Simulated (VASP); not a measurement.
Set up this calculation in VASP 6.6.1, as the native input.

```
Task                   : single point
Functional             : PBEsol
Potentials or basis    : VASP PAW PBE potentials, release 64 (Ta_pv, K_sv, O)
Cutoff                 : 520 eV
k mesh                 : 7 × 7 × 7
Occupations            : fermi-dirac, width 0.05 eV
Spin                   : no spin polarisation
Dipole correction      : no
Further INCAR settings : ALGO = Normal; EDIFF = 1e-07; NBANDS = 27
```

The structure of KTaO3 lies in POSCAR:

```
KTaO3
1.0
    3.9853939738      0.0000000000      0.0000000000
    0.0000000000      3.9853939738      0.0000000000
    0.0000000000      0.0000000000      3.9853939738
Ta K O
1 1 3
Direct
    0.0000000000      0.0000000000      0.0000000000
    0.5000000000      0.5000000000      0.5000000000
    0.0000000000      0.0000000000      0.5000000000
    0.0000000000      0.5000000000      0.0000000000
    0.5000000000      0.0000000000      0.0000000000
```

These files were run (other wordings do the same):

INCAR

```
SYSTEM = KTaO3
PREC = Accurate
ENCUT = 520
EDIFF = 1E-7
ISMEAR = -1
SIGMA = 0.05
LREAL = .False.
LASPH = .True.
NELM = 80
ALGO = Normal
ISIF = 2
LWAVE = .False.
LCHARG = .False.
GGA = PS
NBANDS = 27
```

KPOINTS

```
Automatic mesh
0
Gamma
  7 7 7
  0 0 0
```

Potentials or basis: VASP PAW PBE potentials, release 64 (Ta_pv, K_sv, O).

Run with:

```console
$ cat potpaw_PBE.64/Ta_pv/POTCAR potpaw_PBE.64/K_sv/POTCAR potpaw_PBE.64/O/POTCAR > POTCAR
$ mpirun -np 1 vasp_std > vasp.out
```

It gave:

```yaml
Pressure: 0.7 GPa
Band_gap_on_the_k_mesh: 2.15 eV (least direct gap 2.71 eV)
```

Caveat: the PAW data sets were made with another functional, which shifts forces and pressure a little; spin-orbit coupling is left out, which moves the levels of the heavy elements; an odd mesh through Γ misses points on the zone boundary, where band edges can lie.

It took 71 s on 1 thread of Intel Xeon 8259CL, on a shared host, peak memory 0.19 GiB.
